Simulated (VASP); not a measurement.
# C (R-3m) in VASP: notebook

C is run at these levels: PBEsol+D3(BJ); tasks: single point.

Program: VASP 6.6.1. These are calculated values, not measurements. Logs are shortened: lines on timing, memory, paths and dates and some standing lists are left out, and cuts for length are marked.

## Step 1: The cell of the first run

It takes space group R-3m (No. 166, trigonal). Conventional cell: a = 2.397 Å, b = 2.397 Å, c = 9.604 Å, α = 90.00°, β = 90.00°, γ = 120.00°. C (site symmetry 3m) has 3 C at 1.38 Å within 1.8 Å.

## Step 2: Single point, PBEsol+D3(BJ) (the cell strained)

Contents of INCAR:

```
PREC = Accurate
ENCUT = 520
EDIFF = 1E-6
ISMEAR = 0
SIGMA = 0.05
LREAL = F
LASPH = T
NELM = 80
ALGO = Normal
ISIF = 2
LWAVE = F
LCHARG = F
GGA = PS
IVDW = 12
NBANDS = 11
```

Contents of KPOINTS:

```
Automatic mesh
0
Gamma
  15 15 15
```

Contents of POSCAR:

```
C
1.0
    1.1984022992      0.6918978901      3.2014767339
   -1.1984022992      0.6918978901      3.2014767339
    0.0000000000     -1.3837957801      3.2014767339
C
2
Direct
    0.1665835217      0.1665835217      0.1665835217
    0.8334164783      0.8334164783      0.8334164783
```

Potentials or basis: VASP PAW PBE potentials, release 64 (C).

Launch:

```bash
cat potpaw_PBE.64/C/POTCAR > POTCAR
mpirun -np 1 vasp_std > vasp.out
```

OUTCAR:

```text
PREC = Accurate
   ENCUT = 520
   EDIFF = 1E-6
   ISMEAR = 0
   LREAL = F
   LASPH = T
   NELM = 80
   ISIF = 2
   GGA = PS
   IVDW = 12
 IVDW          = 12

 ion  position               nearest neighbor table
   1  0.167  0.167  0.167-   2 1.38   2 1.38   2 1.38
   2  0.833  0.833  0.833-   1 1.38   1 1.38   1 1.38

  LATTYP: Found a trigonal (rhomboedric) cell.
 ALAT       =     3.4877419685
 COS(alpha) =     0.7638725004

  Lattice vectors:

 A1 = (   1.1984022992,   0.6918978901,   3.2014767339)
 A2 = (  -1.1984022992,   0.6918978901,   3.2014767339)
 A3 = (   0.0000000000,  -1.3837957801,   3.2014767339)

Analysis of symmetry for initial positions (statically):
=====================================================================
 Subroutine PRICEL returns:
 Original cell was already a primitive cell.

 Routine SETGRP: Setting up the symmetry group for a
 trigonal (rhombohedral) supercell.

 Subroutine GETGRP returns: Found 12 space group operations
 (whereof 12 operations were pure point group operations)
 out of a pool of 12 trial point group operations.

The static configuration has the point symmetry D_3d.

Analysis of symmetry for dynamics (positions and initial velocities):
=====================================================================
 Subroutine PRICEL returns:
 Original cell was already a primitive cell.

 Routine SETGRP: Setting up the symmetry group for a
 trigonal (rhombohedral) supercell.

 Subroutine GETGRP returns: Found 12 space group operations
 (whereof 12 operations were pure point group operations)
 out of a pool of 12 trial point group operations.

The dynamic configuration has the point symmetry D_3d.

 Subroutine INISYM returns: Found 12 space group operations
 (whereof 12 operations are pure point group operations),
 and found     1 'primitive' translations

----------------------------------------------------------------------------------------

                                     Primitive cell

  volume of cell :      15.9274

  direct lattice vectors                    reciprocal lattice vectors
     1.198402299  0.691897890  3.201476734     0.417222163  0.240883328  0.104118618
    -1.198402299  0.691897890  3.201476734    -0.417222163  0.240883328  0.104118618
     0.000000000 -1.383795780  3.201476734     0.000000000 -0.481766657  0.104118618

  length of vectors
     3.487741968  3.487741968  3.487741968     0.492889235  0.492889235  0.492889235

  position of ions in fractional coordinates (direct lattice)
[... 88 lines left out ...]
   TEBEG  =    0.0;   TEEND  =   0.0 temperature during run
   PSTRESS=    0.0 pullay stress
   NELECT =       8.0000    total number of electrons
   NUPDOWN=      -1.0000    fix difference up-down
   EMIN   =  10.00;   EMAX   =-10.00  energy-range for DOS
   EFERMI =   0.00;   METHOD = LEGACY
   ISMEAR =     0;   SIGMA  =   0.05  broadening in eV -4-tet -1-fermi 0-gaus
   EFERMI_NEDOS =   21; number of points for ismear=-14 and -15
   IALGO  =     38    algorithm
   IMIX   =      4    mixing-type and parameters
     AMIX     =   0.40;   BMIX     =  1.00
     AMIX_MAG =   1.60;   BMIX_MAG =  1.00
  volume/ion in A,a.u.               =       7.96        53.74
  Fermi-wavevector in a.u.,A,eV,Ry     =   1.301336  2.459168 23.041128  1.693475
  Thomas-Fermi vector in A             =   2.432476
   LORBIT       =      0    0 simple, 1 ext, 2 COOP (PROOUT), +10 PAW based schemes
   GGA     = PS    functional components
   LHFCALC =     F    Hartree Fock is set to
   AEXX    =    0.0000 exact exchange contribution
   IVDW    =    12    specifies the selected vdW correction
   LEPSILON=     F    determine dielectric tensor
   LRPA    =     F    only Hartree local field effects (RPA)
 non-spin polarized calculation
 Gauss-broadening in eV      SIGMA  =   0.05
  energy-cutoff  :      520.00
  volume of cell :       15.93
 maximum number of plane-waves:       450
 NGX is ok and might be reduce to    28
   NGX = 13   NGY = 13   NGZ = 13

 number of electron       8.0000000 magnetization

 Free energy of the ion-electron system (eV)
  ---------------------------------------------------
  ext. energy  EPLUGINS =         0.00000000
  ---------------------------------------------------
  free energy    TOTEN  =       -19.17509002 eV

  energy without entropy =      -19.17509002  energy(sigma->0) =      -19.17509002

 E-fermi :   5.4387     XC(G=0): -11.0506

 val. band max:        5.1215774349   @ k =  -0.3333   0.3333   0.0000
 cond. band min:       5.9582377656   @ k =  -0.3333   0.3333   0.0000
 fundamental gap:      0.8366603307
 Fermi energy:         5.4386713488

 k-point     1 :       0.0000    0.0000    0.0000
  band No.  band energies     occupation
      1     -14.8057      2.00000
      2      -1.3383      2.00000
      3       2.6436      2.00000
      4       2.6436      2.00000
      5       9.6710      0.00000
      6      14.4834      0.00000
      7      14.4834      0.00000
      8      17.9472      0.00000
      9      20.3320      0.00000
     10      29.1646      0.00000
     11      33.0016      0.00000
[... 309 lines left out ...]
 k-point    24 :       0.2000    0.1333    0.0000
  band No.  band energies     occupation
      1     -13.9816      2.00000
      2      -0.7922      2.00000
      3       0.1866      2.00000
      4       1.1054      2.00000
      5      11.2740      0.00000
      6      14.8660      0.00000
      7      15.3584      0.00000
      8      17.1209      0.00000
      9      21.7083      0.00000
     10      26.9727      0.00000
     11      31.1398      0.00000

 [... further k-points ...]

------------------------ aborting loop because EDIFF is reached ----------------------------------------

 Edisp (eV)   -0.22639

 E8    (eV) :    -0.1101

  FORCE on cell =-STRESS in cart. coord.  units (eV):
  Direction    XX          YY          ZZ          XY          YZ          ZX
  --------------------------------------------------------------------------------------
  -------------------------------------------------------------------------------------
  Total       4.02867     4.02867     0.09408     0.00000     0.00000    -0.00000
  in kB     405.25244   405.25244     9.46333     0.00000     0.00000    -0.00000
  external pressure =      273.32 kB  Pullay stress =        0.00 kB

 VOLUME and BASIS-vectors are now :
 -----------------------------------------------------------------------------
  energy-cutoff  :      520.00
  volume of cell :       15.93
      direct lattice vectors                 reciprocal lattice vectors
     1.198402299  0.691897890  3.201476734     0.417222163  0.240883328  0.104118618
    -1.198402299  0.691897890  3.201476734    -0.417222163  0.240883328  0.104118618
     0.000000000 -1.383795780  3.201476734     0.000000000 -0.481766657  0.104118618

 POSITION                                       TOTAL-FORCE (eV/Angst)
 -----------------------------------------------------------------------------------
      0.00000      0.00000      1.59994         0.000000     -0.000000     -0.003011
      0.00000      0.00000      8.00449         0.000000      0.000000      0.003011
 -----------------------------------------------------------------------------------
    total drift:                                0.000000     -0.000000     -0.000000

  FREE ENERGIE OF THE ION-ELECTRON SYSTEM (eV)
  ---------------------------------------------------
  free  energy   TOTEN  =       -19.4014837472 eV

  energy  without entropy=      -19.4014837472  energy(sigma->0) =      -19.40148375
```

It took 61 s on 1 thread of Intel Xeon Platinum 8488C (Sapphire Rapids), shared host; peak memory 0.19 GiB.

Results:

- Free energy: -19.4015 eV
- Pressure: 27.3 GPa
- Largest force: 0.003 eV/Å
- Dispersion energy per atom: -0.113 eV

Forces on the atoms (eV/Å):
```
C    0.000  0.000 -0.003
C    0.000  0.000  0.003
```

Caveat: the cell differs from its parent crystal (the cell strained); the cell stands under pressure; the PAW data sets were made with another functional, which shifts forces and pressure a little.

## Step 3: Single point, PBEsol+D3(BJ) (the cell strained)

Contents of INCAR:

```
SYSTEM = C
PREC = Accurate
ENCUT = 520
EDIFF = 1E-6
ISMEAR = 0
SIGMA = 0.05
LREAL = .False.
LASPH = .True.
NELM = 100
ALGO = Normal
ISIF = 2
LWAVE = .False.
LCHARG = .False.
GGA = PS
IVDW = 12
NBANDS = 11
```

Contents of KPOINTS:

```
regular mesh
0
Gamma
  15 15 15
  0 0 0
```

Contents of POSCAR:

```
C
1.0
    1.2086040829      0.6977878926      3.2287303307
   -1.2086040829      0.6977878926      3.2287303307
    0.0000000000     -1.3955757852      3.2287303307
C
2
Direct
    0.1665835217      0.1665835217      0.1665835217
    0.8334164783      0.8334164783      0.8334164783
```

Potentials or basis: VASP PAW PBE potentials, release 64 (C).

Launch:

```bash
cat potpaw_PBE.64/C/POTCAR > POTCAR
mpirun -np 1 vasp_std > vasp.out
```

Run time: 68 s. Hardware: 1 thread of Intel Xeon Platinum 8488C (Sapphire Rapids), shared host; peak memory 0.19 GiB.

Results (log left out):

```yaml
Free_energy: -19.4592 eV
Pressure: 17.6 GPa
Dispersion_energy_per_atom: -0.114 eV
```

Stress tensor (GPa, compression positive):
```
26.18  0.00  0.00
 0.00 26.18  0.00
 0.00  0.00  0.55
```

Caveat: the cell differs from its parent crystal (the cell strained); the cell stands under pressure; the PAW data sets were made with another functional, which shifts forces and pressure a little.
